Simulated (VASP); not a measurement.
A run of VASP 6.6.1:

Contents of INCAR:

```
  ALGO = Normal
  EDIFF = 1E-8
  ENCUT = 520
  GGA = PE
  ISIF = 2
  ISMEAR = -1
  LASPH = True
  LCHARG = False
  LEFG = True
  LREAL = Auto
  LWAVE = False
  NBANDS = 164
  NELECT = 280.0
  NELM = 100
  PREC = Accurate
  SIGMA = 0.01
```

KPOINTS

```
k-points
0
Gamma
  3 3 2
```

The input POSCAR:

```
Ti11SbO24
1.0
    4.5922000000      4.5922000000      0.0000000000
   -4.5922000000      4.5922000000      0.0000000000
    0.0000000000      0.0000000000      8.8722000000
Sb Ti O
1 11 24
Direct
    0.0000000000      0.0000000000      0.0000000000
    0.0000000000      0.0000000000      0.3333333333
    0.0000000000      0.0000000000      0.6666666667
    0.5000000000      0.5000000000      0.0000000000
    0.5000000000      0.5000000000      0.3333333333
    0.5000000000      0.5000000000      0.6666666667
    0.5000000000      0.0000000000      0.1666666667
    0.5000000000      0.0000000000      0.5000000000
    0.5000000000      0.0000000000      0.8333333333
    0.0000000000      0.5000000000      0.1666666667
    0.0000000000      0.5000000000      0.5000000000
    0.0000000000      0.5000000000      0.8333333333
    0.3049600000      0.0000000000      0.0000000000
    0.3049600000      0.0000000000      0.3333333333
    0.3049600000      0.0000000000      0.6666666667
    0.8049600000      0.5000000000      0.0000000000
    0.8049600000      0.5000000000      0.3333333333
    0.8049600000      0.5000000000      0.6666666667
    0.5000000000      0.3049600000      0.1666666667
    0.5000000000      0.3049600000      0.5000000000
    0.5000000000      0.3049600000      0.8333333333
    0.0000000000      0.8049600000      0.1666666667
    0.0000000000      0.8049600000      0.5000000000
    0.0000000000      0.8049600000      0.8333333333
    0.6950400000      0.0000000000      0.0000000000
    0.6950400000      0.0000000000      0.3333333333
    0.6950400000      0.0000000000      0.6666666667
    0.1950400000      0.5000000000      0.0000000000
    0.1950400000      0.5000000000      0.3333333333
    0.1950400000      0.5000000000      0.6666666667
    0.5000000000      0.6950400000      0.1666666667
    0.5000000000      0.6950400000      0.5000000000
    0.5000000000      0.6950400000      0.8333333333
    0.0000000000      0.1950400000      0.1666666667
    0.0000000000      0.1950400000      0.5000000000
    0.0000000000      0.1950400000      0.8333333333
```

Potentials or basis: VASP PAW PBE potentials, release 64 (Sb, Ti_sv, O).

Run with:

```bash
$ cat potpaw_PBE.64/Sb/POTCAR potpaw_PBE.64/Ti_sv/POTCAR potpaw_PBE.64/O/POTCAR > POTCAR
$ mpirun -np 1 vasp_std > vasp.out
```

Hardware: 1 thread of Intel(R) Xeon(R) 6975P-C (Granite Rapids), with other jobs on the host.

Problem. Estimate the wall time of this run.

Solution. Run time: 11 min on 1 thread of Intel(R) Xeon(R) 6975P-C (Granite Rapids), with other jobs on the host, peak memory 0.58 GiB. Counts: scf iterations 24, k points 8.
